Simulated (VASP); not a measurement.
Set up this calculation in VASP 6.6.1, as the native input.

| Property | Result |
| --- | --- |
| Task | single point |
| Functional | PBEsol |
| Potentials or basis | VASP PAW PBE potentials, release 64 (Ta_pv, C) |
| Cutoff | 520 eV |
| k mesh | 14 × 14 × 4 |
| Occupations | gaussian, width 0.15 eV |
| Spin | no spin polarisation |
| Dipole correction | no |
| Further INCAR settings | ALGO = Normal; EDIFF = 1e-07; NBANDS = 37 |

The structure of Ta4C3 lies in POSCAR:

```
Ta4C3
1.0
   -3.1032734570      0.0000000000      0.0000000000
   -1.5516367285     -2.6875136487      0.0000000000
   -2.7155194386     -1.5678058788     10.1645109918
Ta C
4 3
Direct
    0.1997798269      0.1997798269      0.1893666186
   -0.2396517219     -0.2396517219      0.9426348013
   -0.4303341052     -0.4303341052      0.6981042887
    0.3796435692      0.3796435692      0.4524423133
   -0.0263703686     -0.0263703686      0.5770305159
    0.9434890416      0.9434890416      0.0573012258
   -0.2114350844     -0.2114350844      0.3228702664
```

The input as run:

INCAR

```
PREC = Accurate
ENCUT = 520
EDIFF = 1E-7
ISMEAR = 0
SIGMA = 0.15
LREAL = False
LASPH = True
NELM = 80
ALGO = Normal
ISIF = 2
LWAVE = False
LCHARG = False
GGA = PS
NBANDS = 37
```

KPOINTS

```
regular mesh
0
Gamma
  14 14 4
```

Potentials or basis: VASP PAW PBE potentials, release 64 (Ta_pv, C).

The run is started by

```console
$ cat potpaw_PBE.64/Ta_pv/POTCAR potpaw_PBE.64/C/POTCAR > POTCAR
$ mpirun -np 1 vasp_std > vasp.out
```

Results of the run:

```
Pressure               : 7.9 GPa
Largest force          : 8.317 eV/Å
Band gap on the k mesh : zero (band 28 reaches 7.61 eV, above the bottom of band 29 at 7.09 eV)
```

Caveat: the PAW data sets were made with another functional, which shifts forces and pressure a little; spin-orbit coupling is left out, which moves the levels of the heavy elements.

It took 4.8 min on 1 thread of Intel(R) Xeon(R) 6975P-C (Granite Rapids) (shared host), peak memory 0.59 GiB.
